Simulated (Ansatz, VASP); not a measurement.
NaSrTiBiO6 in VASP and in Ansatz

The input INCAR:

```
SYSTEM = NaSrTiBiO6
PREC = Accurate
ENCUT = 520
EDIFF = 1E-6
ISMEAR = 0
SIGMA = 0.05
LREAL = .FALSE.
LASPH = .TRUE.
NELM = 150
ALGO = Normal
ISIF = 2
LWAVE = .FALSE.
LCHARG = .FALSE.
LMAXMIX = 4
LDAU = .TRUE.
LDAUTYPE = 2
LDAUL = -1 -1 2 -1 -1
LDAUU = 0 0 4 0 0
LDAUJ = 0 0 0 0 0
LDAUPRINT = 1
GGA = PE
NBANDS = 51
```

The input KPOINTS:

```
regular mesh
0
G
  6 6 6
  0 0 0
```

The input POSCAR:

```
NaSrTiBiO6
1.0
    0.0000000000      4.0627087800      4.0627087800
    4.0627087800      0.0000000000      4.0627087800
    4.0627087800      4.0627087800      0.0000000000
Na Sr Ti Bi O
1 1 1 1 6
Direct
    0.2500000000      0.2500000000      0.2500000000
    0.7500000000      0.7500000000      0.7500000000
    0.5000000000      0.5000000000      0.5000000000
    0.0000000000      0.0000000000      0.0000000000
    0.7413393500      0.2586606500      0.2586606500
    0.2586606500      0.7413393500      0.7413393500
    0.7413393500      0.7413393500      0.2586606500
    0.2586606500      0.2586606500      0.7413393500
    0.2586606500      0.7413393500      0.2586606500
    0.7413393500      0.2586606500      0.7413393500
```

Input for Ansatz:

```yaml
crystal:
  lattice:
    - [0.0, 4.06270878, 4.06270878]
    - [4.06270878, 0.0, 4.06270878]
    - [4.06270878, 4.06270878, 0.0]
  atoms:
    - { symbol: Na, position: [0.25, 0.25, 0.25] }
    - { symbol: Sr, position: [0.75, 0.75, 0.75] }
    - { symbol: Ti, position: [0.5, 0.5, 0.5] }
    - { symbol: Bi, position: [0.0, 0.0, 0.0] }
    - { symbol: O, position: [0.74133935, 0.25866065, 0.25866065] }
    - { symbol: O, position: [0.25866065, 0.74133935, 0.74133935] }
    - { symbol: O, position: [0.74133935, 0.74133935, 0.25866065] }
    - { symbol: O, position: [0.25866065, 0.25866065, 0.74133935] }
    - { symbol: O, position: [0.25866065, 0.74133935, 0.25866065] }
    - { symbol: O, position: [0.74133935, 0.25866065, 0.74133935] }
basis:
  ecutwfc: 420
  fft_grid_basis: typed
kpoints:
  mp_grid: { grid: [6, 6, 6] }
hamiltonian:
  xc: pbe
  hubbard: { sites: [{ species: Ti, l: d, u_eff: 4.0 }] }
scf:
  occupations: { method: gaussian, width: 0.05 }
output:
  forces: true
  stress: true
  eigenvalues: true
  bader: true
  write_density: true
  volumetric_format: npy
  elf: true
```

Alike in both runs: task single point; functional PBE; k mesh 6 × 6 × 6; occupations gaussian, width 0.05 eV; no spin polarisation; Hubbard terms Ti d U = 4.0 eV.

|  | VASP | Ansatz |
| --- | --- | --- |
| version | VASP 6.6.1 | Ansatz 0.2.0 |
| potentials or method | VASP PAW PBE potentials, release 64 (Na_pv, Sr_sv, Ti_sv, Bi_d, O), cutoff 520 eV | scalar-relativistic, plane waves, PAW |
| valence electrons in the cell | 80 | 82 |

```tsv
	VASP	Ansatz	Ansatz less VASP
gap on the k mesh at the Fermi level (eV)	0.69	0.64	-0.050
pressure (GPa)	0.5	-0.9	-1.39
rms of the force components (eV/Å)	0.207	0.124	-0.0832
```

The programs project onto different local orbitals, so the same U acts differently, and such runs can settle in different states. Atom by atom the forces differ by 0.083 eV/Å (rms over components). VASP's potentials hold 80 valence electrons a cell and Ansatz's 82, so a difference there can come from the potentials and not from the codes.

Neither program's run includes spin-orbit coupling.
